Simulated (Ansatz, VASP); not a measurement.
# Two plane-wave programs on Y2B4HRh6

```
CELL_PARAMETERS angstrom
5.37364 0.00000 0.00000
-2.68682 4.65371 0.00000
0.00000 0.00000 6.29636
ATOMIC_POSITIONS crystal
Y 0.01601 0.00737 0.26717
Y 0.01554 0.00714 0.75197
B 0.66145 0.33011 0.26228
B 0.31434 0.65654 0.26202
B 0.66135 0.33004 0.75671
B 0.31445 0.65661 0.75698
Rh 0.99155 0.49514 0.00946
Rh 0.49180 0.49203 0.00949
Rh 0.49180 0.99849 0.00950
Rh 0.99732 0.49803 0.50953
Rh 0.49967 0.50085 0.50951
Rh 0.49967 0.99755 0.50950
H 0.71497 0.85684 0.00987
```

Alike in both runs: functional PBEsol; k mesh 4 × 4 × 3; occupations gaussian, width 0.1 eV; no spin polarisation.

Ansatz relaxed the structure, and its values are those at the end. VASP's run is a single point on that final structure, the one shown.

|  | VASP | Ansatz |
| --- | --- | --- |
| version | VASP 6.6.1 | Ansatz 0.2.0 |
| potentials or method | VASP PAW PBE potentials, release 64 (Y_sv, B, Rh_pv, H), cutoff 520 eV | scalar-relativistic, plane waves, PAW |
| valence electrons in the cell | 125 | 137 |

```csv
,VASP,Ansatz,Ansatz less VASP
rms of the force components (eV/Å),0.004,0.002,-0.0020
```

VASP's potentials were made for PBE, not for PBEsol. VASP's potentials hold 125 valence electrons a cell and Ansatz's 137, so a difference there can come from the potentials and not from the codes.
